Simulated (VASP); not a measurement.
# BaTe (Pm-3m) in VASP: notebook, part 2 of 2

VASP 6.6.1. The steps go on from the part before.

## 3. Single point, RPBE

The input, INCAR:

```
PREC     = Accurate       # precision mode
ENCUT    = 520            # plane-wave cutoff, eV
EDIFF    = 1E-6           # SCF threshold, eV
ISMEAR   = 0              # smearing method
SIGMA    = 0.02           # smearing width, eV
LREAL    = F              # projectors in reciprocal space
LASPH    = T              # aspherical terms in the spheres
NELM     = 100            # most SCF steps
ALGO     = Normal         # electronic algorithm
ISIF     = 2              # what is computed and relaxed
LWAVE    = F              # write WAVECAR
LCHARG   = F              # write CHGCAR
GGA      = RP             # functional
NBANDS   = 15             # bands
```

The input, KPOINTS:

```
Automatic mesh
0
Gamma
  6 6 6
```

The input, POSCAR:

```
BaTe
1.0
    4.2624660000      0.0000000000      0.0000000000
    0.0000000000      4.2624660000      0.0000000000
    0.0000000000      0.0000000000      4.2624660000
Ba Te
1 1
Direct
    0.0000000000      0.0000000000      0.0000000000
    0.5000000000      0.5000000000      0.5000000000
```

Potentials or basis: VASP PAW PBE potentials, release 64 (Ba_sv, Te).

Launch:

```
$ cat potpaw_PBE.64/Ba_sv/POTCAR potpaw_PBE.64/Te/POTCAR > POTCAR
$ mpirun -np 1 vasp_std > vasp.out
```

OUTCAR:

```text
PREC = Accurate
   ENCUT = 520
   EDIFF = 1E-6
   ISMEAR = 0
   LREAL = F
   LASPH = T
   NELM = 100
   ISIF = 2
   GGA = RP

 ion  position               nearest neighbor table
   1  0.000  0.000  0.000-   2 3.69   2 3.69   2 3.69   2 3.69   2 3.69   2 3.69   2 3.69   2 3.69

   2  0.500  0.500  0.500-   1 3.69   1 3.69   1 3.69   1 3.69   1 3.69   1 3.69   1 3.69   1 3.69

  LATTYP: Found a simple cubic cell.
 ALAT       =     4.2624660000

  Lattice vectors:

 A1 = (   4.2624660000,   0.0000000000,   0.0000000000)
 A2 = (   0.0000000000,   4.2624660000,   0.0000000000)
 A3 = (   0.0000000000,   0.0000000000,   4.2624660000)

Analysis of symmetry for initial positions (statically):
=====================================================================
 Subroutine PRICEL returns:
 Original cell was already a primitive cell.

 Routine SETGRP: Setting up the symmetry group for a
 simple cubic supercell.

 Subroutine GETGRP returns: Found 48 space group operations
 (whereof 48 operations were pure point group operations)
 out of a pool of 48 trial point group operations.

The static configuration has the point symmetry O_h .

Analysis of symmetry for dynamics (positions and initial velocities):
=====================================================================
 Subroutine PRICEL returns:
 Original cell was already a primitive cell.

 Routine SETGRP: Setting up the symmetry group for a
 simple cubic supercell.

 Subroutine GETGRP returns: Found 48 space group operations
 (whereof 48 operations were pure point group operations)
 out of a pool of 48 trial point group operations.

The dynamic configuration has the point symmetry O_h .

 Subroutine INISYM returns: Found 48 space group operations
 (whereof 48 operations are pure point group operations),
 and found     1 'primitive' translations

----------------------------------------------------------------------------------------

                                     Primitive cell

  volume of cell :      77.4431

  direct lattice vectors                    reciprocal lattice vectors
     4.262466000  0.000000000  0.000000000     0.234605977  0.000000000  0.000000000
     0.000000000  4.262466000  0.000000000     0.000000000  0.234605977  0.000000000
     0.000000000  0.000000000  4.262466000     0.000000000  0.000000000  0.234605977

  length of vectors
     4.262466000  4.262466000  4.262466000     0.234605977  0.234605977  0.234605977

  position of ions in fractional coordinates (direct lattice)
     0.000000000  0.000000000  0.000000000
     0.500000000  0.500000000  0.500000000

  ion indices of the primitive-cell ions
   primitive index   ion index
                 1           1
                 2           2

----------------------------------------------------------------------------------------

 KPOINTS: Automatic mesh

Automatic generation of k-mesh.
 Grid dimensions read from file:
 generate k-points for:    6    6    6

 Generating k-lattice:

[... 22 lines left out ...]
  0.166667  0.166667  0.000000     12.000000
  0.333333  0.166667  0.000000     24.000000
[... 12 lines left out ...]
  0.500000  0.500000  0.333333      6.000000
  0.500000  0.500000  0.500000      1.000000
   k-points           NKPTS =     20   k-points in BZ     NKDIM =     20   number of bands    NBANDS=     15
   number of dos      NEDOS =    301   number of ions     NIONS =      2
   total plane-waves  NPLWV =  32768
   dimension x,y,z NGX =    32 NGY =   32 NGZ =   32
   dimension x,y,z NGXF=    64 NGYF=   64 NGZF=   64
   ions per type =               1   1
   NGX,Y,Z   is equivalent  to a cutoff of  12.48, 12.48, 12.48 a.u.
   NGXF,Y,Z  is equivalent  to a cutoff of  24.96, 24.96, 24.96 a.u.
 SYSTEM =  unknown system
   PREC   = accura    normal or accurate (medium, high low for compatibility)
   ISTART =      0    job   : 0-new  1-cont  2-samecut
   ICHARG =      2    charge: 1-file 2-atom 10-const
   ISPIN  =      1    spin polarized calculation?
   LNONCOLLINEAR =      F non collinear calculations
   LSORBIT =      F    spin-orbit coupling
   LASPH  =      T    aspherical Exc in radial PAW
   ENCUT  =  520.0 eV  38.22 Ry    6.18 a.u.   7.93  7.93  7.93*2*pi/ulx,y,z
   NELM   =    100;   NELMIN=  2; NELMDL= -5     # of ELM steps
   EDIFF  = 0.1E-05   stopping-criterion for ELM
   LREAL  =      F    real-space projection
   EDIFFG = 0.1E-04   stopping-criterion for IOM
   NSW    =      0    number of steps for IOM
   IBRION =     -1    ionic relax: 0-MD 1-quasi-New 2-CG
   NFREE  =      0    steps in history (QN), initial steepest desc. (CG)
   ISIF   =      2    stress and relaxation
   ISYM   =      2    0-nonsym 1-usesym 2-fastsym
   POTIM  = 0.5000    time-step for ionic-motion
   TEBEG  =    0.0;   TEEND  =   0.0 temperature during run
   PSTRESS=    0.0 pullay stress
   NELECT =      16.0000    total number of electrons
   NUPDOWN=      -1.0000    fix difference up-down
   EMIN   =  10.00;   EMAX   =-10.00  energy-range for DOS
   EFERMI =   0.00;   METHOD = LEGACY
   ISMEAR =     0;   SIGMA  =   0.02  broadening in eV -4-tet -1-fermi 0-gaus
   EFERMI_NEDOS =   21; number of points for ismear=-14 and -15
   IALGO  =     38    algorithm
   IMIX   =      4    mixing-type and parameters
     AMIX     =   0.40;   BMIX     =  1.00
     AMIX_MAG =   1.60;   BMIX_MAG =  1.00
  volume/ion in A,a.u.               =      38.72       261.31
  Fermi-wavevector in a.u.,A,eV,Ry     =   0.967804  1.828884 12.743813  0.936644
  Thomas-Fermi vector in A             =   2.097720
   LORBIT       =      0    0 simple, 1 ext, 2 COOP (PROOUT), +10 PAW based schemes
   GGA     = RP    functional components
   LHFCALC =     F    Hartree Fock is set to
   AEXX    =    0.0000 exact exchange contribution
   IVDW    =     0    specifies the selected vdW correction
   LEPSILON=     F    determine dielectric tensor
   LRPA    =     F    only Hartree local field effects (RPA)
 non-spin polarized calculation
 Gauss-broadening in eV      SIGMA  =   0.02
  energy-cutoff  :      520.00
  volume of cell :       77.44
 maximum number of plane-waves:      2176
 NGX is ok and might be reduce to    32
   NGX = 15   NGY = 15   NGZ = 15

 number of electron      16.0000000 magnetization

 Free energy of the ion-electron system (eV)
  ---------------------------------------------------
  ext. energy  EPLUGINS =         0.00000000
  ---------------------------------------------------
  free energy    TOTEN  =        -7.67587382 eV

  energy without entropy =       -7.67587382  energy(sigma->0) =       -7.67587382

 E-fermi :   4.0103     XC(G=0):  -8.6376

 val. band max:        3.9146130363   @ k =   0.5000   0.5000   0.0000
 cond. band min:       4.7973505529   @ k =   0.0000   0.0000   0.0000
 fundamental gap:      0.8827375166
 Fermi energy:         4.0103101996

 k-point     1 :       0.0000    0.0000    0.0000
  band No.  band energies     occupation
      1     -24.2586      2.00000
      2      -9.3067      2.00000
      3      -9.3067      2.00000
      4      -9.3067      2.00000
      5      -6.4193      2.00000
      6       3.5388      2.00000
      7       3.5388      2.00000
      8       3.5388      2.00000
      9       4.7974      0.00000
     10       4.7974      0.00000
     11       6.4418      0.00000
     12       8.4606      0.00000
     13       8.4606      0.00000
     14       8.4606      0.00000
[... 329 lines left out ...]
      2      -9.5647      2.00000
      3      -9.5647      2.00000
      4      -9.5647      2.00000
      5      -5.4881      2.00000
      6       1.0394      2.00000
      7       1.0394      2.00000
      8       1.0394      2.00000
      9       8.7335      0.00000
     10       8.7335      0.00000
     11       8.7335      0.00000
     12      10.1847      0.00000
     13      10.1847      0.00000
     14      10.1847      0.00000
     15      10.2410      0.00000

------------------------ aborting loop because EDIFF is reached ----------------------------------------

  FORCE on cell =-STRESS in cart. coord.  units (eV):
  Direction    XX          YY          ZZ          XY          YZ          ZX
  --------------------------------------------------------------------------------------
  -------------------------------------------------------------------------------------
  Total        0.6771671      0.6771671      0.6771671      0.0000000      0.0000000      0.0000000
  in kB       14.0095330     14.0095330     14.0095330      0.0000000      0.0000000      0.0000000
  external PRESSURE =      14.0095330 kB  Pullay stress =       0.0000000 kB

 VOLUME and BASIS-vectors are now :
 -----------------------------------------------------------------------------
  energy-cutoff  :      520.00
  volume of cell :       77.44
      direct lattice vectors                 reciprocal lattice vectors
     4.262466000  0.000000000  0.000000000     0.234605977  0.000000000  0.000000000
     0.000000000  4.262466000  0.000000000     0.000000000  0.234605977  0.000000000
     0.000000000  0.000000000  4.262466000     0.000000000  0.000000000  0.234605977

 POSITION                                       TOTAL-FORCE (eV/Angst)
 -----------------------------------------------------------------------------------
      0.00000      0.00000      0.00000         0.000000      0.000000      0.000000
      2.13123      2.13123      2.13123         0.000000      0.000000      0.000000
 -----------------------------------------------------------------------------------
    total drift:                                0.000000      0.000000     -0.000000

  FREE ENERGIE OF THE ION-ELECTRON SYSTEM (eV)
  ---------------------------------------------------
  free  energy   TOTEN  =        -7.6758738231 eV

  energy  without entropy=       -7.6758738231  energy(sigma->0) =       -7.67587382
```

Run time: 33 s. Hardware: 1 thread of Intel Xeon 8259CL, shared host; peak memory 0.19 GiB.

Results:

```yaml
Free_energy: -7.6759 eV
Pressure: 1.4 GPa
Band_gap_on_the_k_mesh: 0.88 eV (least direct gap 1.10 eV)
```

Caveat: the PAW data sets were made with another functional, which shifts forces and pressure a little; spin-orbit coupling is left out, which moves the levels of the heavy elements. A k mesh can miss the band edges.

## 4. Single point, PBEsol

The input, INCAR:

```
  PREC = Accurate
  ENCUT = 520
  EDIFF = 1E-6
  ISMEAR = 0
  SIGMA = 0.02
  LREAL = False
  LASPH = True
  NELM = 60
  ALGO = Normal
  ISIF = 2
  LWAVE = False
  LCHARG = False
  GGA = PS
  NBANDS = 15
```

KPOINTS is that of step 3.

POSCAR is that of step 3.

Launch:

```
$ cat potpaw_PBE.64/Ba_sv/POTCAR potpaw_PBE.64/Te/POTCAR > POTCAR
$ mpirun -np 1 vasp_std > vasp.out
```

Wall time 25 s (1 thread of Intel Xeon 8259CL, shared host); peak memory 0.19 GiB.

Results (log left out):

```
Free energy            : -8.9086 eV
Pressure               : -1.7 GPa
Band gap on the k mesh : 0.71 eV (least direct gap 0.89 eV)
```

Levels at points of the mesh, in eV from the valence-band top:
```
           k point  band 6  band 7  band 8  band 9  band 10  band 11
(0.00, 0.00, 0.00)   -0.38   -0.38   -0.38    0.71     0.71     2.21
(0.50, 0.00, 0.00)   -3.43   -0.88   -0.88    1.50     4.78     4.83
(0.50, 0.50, 0.00)   -2.06   -2.06    0.00    0.89     2.45     2.88
(0.50, 0.50, 0.50)   -2.92   -2.92   -2.92    4.64     4.64     4.64
```

Caveat: semilocal functionals underestimate gaps, and a narrow one can read as zero; the PAW data sets were made with another functional, which shifts forces and pressure a little; spin-orbit coupling is left out, which moves the levels of the heavy elements. A k mesh can miss the band edges.

## 5. The runs side by side

| level | smearing | gap on the mesh (eV) | pressure (GPa) |
| --- | --- | --- | --- |
| RPBE | gaussian 0.05 eV | 0.88 | 1.4 |
| RPBE | gaussian 0.02 eV | 0.88 | 1.4 |
| PBEsol | gaussian 0.02 eV | 0.71 | -1.7 |

Alike in all rows: task single point; potentials or basis VASP PAW PBE potentials, release 64 (Ba_sv, Te); no spin polarisation; cell as given; k mesh 6 × 6 × 6; cutoff (eV) 520.

On the cell as given the gap runs from 0.71 eV (PBEsol) to 0.88 eV (RPBE). The pressure there spans -1.7 GPa (PBEsol) to 1.4 GPa (RPBE); a positive pressure means that this level wants a larger cell, a negative one a smaller.

Caveats: the PAW data sets were made with another functional, which shifts forces and pressure a little; spin-orbit coupling is left out, which moves the levels of the heavy elements; semilocal functionals underestimate gaps, and a narrow one can read as zero (at least some runs).

Total energies depend on the potentials used, so only differences within one code and one set of settings carry meaning.
